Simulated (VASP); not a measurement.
Wanted: the native input for a VASP 6.6.1 run.

| Property | Result |
| --- | --- |
| Task | single point |
| Functional | PBE |
| Potentials or basis | VASP PAW PBE potentials, release 64 (Al, In_d, Sb) |
| Cutoff | 520 eV |
| k mesh | 3 × 3 × 3 |
| Occupations | gaussian, width 0.1 eV |
| Spin | no spin polarisation |
| Dipole correction | no |
| Further INCAR settings | ALGO = Fast; EDIFF = 1e-06; NBANDS = 35 |

The structure of AlIn3Sb2 lies in POSCAR:

```
AlIn3Sb2
1.0
    5.2977259337      3.0586434939      2.7842644864
   -5.2977259337      3.0586434939      2.7842644864
    0.0000000000     -6.1172869879      2.7842644864
Al In Sb
1 3 2
Direct
    0.5000000000      0.5000000000      0.5000000000
    0.0000000000      0.5000000000      0.0000000000
    0.0000000000      0.0000000000      0.5000000000
    0.5000000000      0.0000000000      0.0000000000
    0.8060444411      0.8060444411      0.8060444411
    0.1939555589      0.1939555589      0.1939555589
```

The cell was built from a structure type or drawn by symmetry, and may not be a known phase.

One way to write it, as run:

INCAR

```
PREC = Accurate ; ENCUT = 520
EDIFF = 1E-6 ; ISMEAR = 0
SIGMA = 0.1 ; LREAL = F
LASPH = T ; NELM = 60
ALGO = Fast ; ISIF = 2
LWAVE = F ; LCHARG = F
GGA = PE ; NBANDS = 35
```

KPOINTS

```
Automatic mesh
0
Gamma
  3 3 3
```

Potentials or basis: VASP PAW PBE potentials, release 64 (Al, In_d, Sb).

Run with:

```sh
$ cat potpaw_PBE.64/Al/POTCAR potpaw_PBE.64/In_d/POTCAR potpaw_PBE.64/Sb/POTCAR > POTCAR
$ mpirun -np 1 vasp_std > vasp.out
```

Results of the run:

```
Pressure               : 0.1 GPa
Largest force          : 0.034 eV/Å
Band gap on the k mesh : zero (bands 26 and 27 overlap by 0.17 eV)
```

Caveat: semilocal functionals underestimate gaps, so a narrow gap can read as zero; spin-orbit coupling is left out, which moves the levels of the heavy elements.

Wall time 73 s on 1 thread of Intel(R) Xeon(R) Platinum 8259CL CPU @ 2.50GHz (Skylake/Cascade Lake) (shared host), peak memory 0.37 GiB.
